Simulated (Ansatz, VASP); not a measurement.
One calculation of Pd, two programs

INCAR

```
  PREC = Accurate
  ENCUT = 520
  EDIFF = 1E-7
  ISMEAR = -1
  SIGMA = 0.05
  LREAL = False
  LASPH = True
  NELM = 60
  ALGO = Normal
  ISIF = 2
  LWAVE = False
  LCHARG = False
  GGA = PE
  NBANDS = 11
```

Contents of KPOINTS:

```
Automatic mesh
0
Gamma
  18 18 18
```

The input POSCAR:

```
Pd
1.0
    0.0000000000      1.9449000000      1.9643490000
    1.9449000000      0.0000000000      1.9643490000
    1.9449000000      1.9449000000      0.0000000000
Pd
1
Direct
    0.0000000000      0.0000000000      0.0000000000
```

Input for Ansatz:

```yaml
crystal:
  lattice:
    - [0.0, 1.9449, 1.964349]
    - [1.9449, 0.0, 1.964349]
    - [1.9449, 1.9449, 0.0]
  atoms:
    - { symbol: Pd, position: [0.0, 0.0, 0.0] }
kpoints:
  mp_grid: { grid: [18, 18, 18] }
  band_path:
    path:
      - [0.0, 0.0, 0.0]
      - [0.0, 0.5, 0.5]
      - [0.25, 0.75, 0.5]
      - [0.0, 0.5, 0.0]
      - [0.0, 0.0, 0.0]
      - [0.5, 0.5, 0.0]
      - [0.3725370062, 0.6274629938, 0.0]
      - [-0.3725370062, 0.3725370062, 0.0]
      - [0.0, 0.0, 0.0]
    npoints: 5
scf:
  occupations: { method: fermi_dirac, width: 0.05 }
hamiltonian:
  xc: pbe
  pseudopotentials: { kind: all_electron, lapw: { basis_error: 0.00025 } }
output:
  forces: true
  stress: true
  eigenvalues: true
```

Change from the starting cell: zz strain of +1 %.

Alike in both runs: task single point; functional PBE; k mesh 18 × 18 × 18; occupations fermi-dirac, width 0.05 eV; no spin polarisation.

|  | VASP | Ansatz |
| --- | --- | --- |
| version | VASP 6.6.1 | Ansatz 0.2.0 |
| potentials or method | VASP PAW PBE potentials, release 64 (Pd), cutoff 520 eV | all-electron LAPW, scalar-relativistic |

|  | VASP | Ansatz | Ansatz less VASP |
| --- | --- | --- | --- |
| pressure (GPa) | 5.3 | 5.5 | +0.23 |
| traceless stress, the component that is largest in VASP (GPa) | -0.41 | -0.41 | -0.004 |

Ansatz ran all-electron here, and VASP with PAW potentials.
